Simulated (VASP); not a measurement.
## TaN: single point with PBE

Crystal: TaN.

```
Ta N
1.0
     2.93800    0.00000    0.00000
    -1.46900    2.54438    0.00000
     0.00000    0.00000    2.88300
Ta N
1 1
Cartesian
  0.0000 1.3909 1.1820
  0.0000 0.3053 0.2595
```

This cell differs from its parent crystal: shortest bond scaled by 0.64.

```json
{
  "Program": "VASP 6.6.1",
  "Task": "single point",
  "Functional": "PBE",
  "Potentials or basis": "VASP PAW PBE potentials, release 64 (Ta_pv, N)",
  "Cutoff": "520 eV",
  "k mesh": "9 × 9 × 8",
  "Occupations": "fermi-dirac, width 0.03 eV",
  "Spin": "no spin polarisation"
}
```

```yaml
Pressure: 191.4 GPa
Largest_force: 43.468 eV/Å
Band_gap_on_the_k_mesh: zero (band 8 reaches 9.17 eV, above the bottom of band 9 at 7.40 eV)
```

Forces on the atoms (eV/Å):
```
Ta    0.000  32.580  28.776
N     0.000 -32.580 -28.776
```

Stress tensor (GPa, compression positive):
```
 22.05   0.00   0.00
  0.00 310.29 230.06
  0.00 230.06 241.88
```

Levels at points of the mesh, in eV from the Fermi level:
| k point | band 4 | band 5 | band 6 | band 7 | band 8 | band 9 | band 10 | band 11 | band 12 | band 13 |
| --- | --- | --- | --- | --- | --- | --- | --- | --- | --- | --- |
| (0.00, 0.00, 0.00) | -17.37 | -9.51 | -7.44 | -5.87 | -0.97 | 1.70 | 3.52 | 3.91 | 7.00 | 8.56 |
| (0.00, 0.00, 0.50) | -15.20 | -9.58 | -6.83 | -6.72 | -1.28 | 0.70 | 4.01 | 4.02 | 5.37 | 7.50 |

Wall time 17 s on 1 thread of Intel(R) Xeon(R) 6975P-C (Granite Rapids), with other jobs on the host, peak memory 0.19 GiB.

Caveat: the cell differs from its parent crystal (shortest bond scaled by 0.64); spin-orbit coupling is left out, which moves the levels of the heavy elements; forces of over 1 eV/Å act on the atoms, so gaps and moduli don't describe the material at rest.
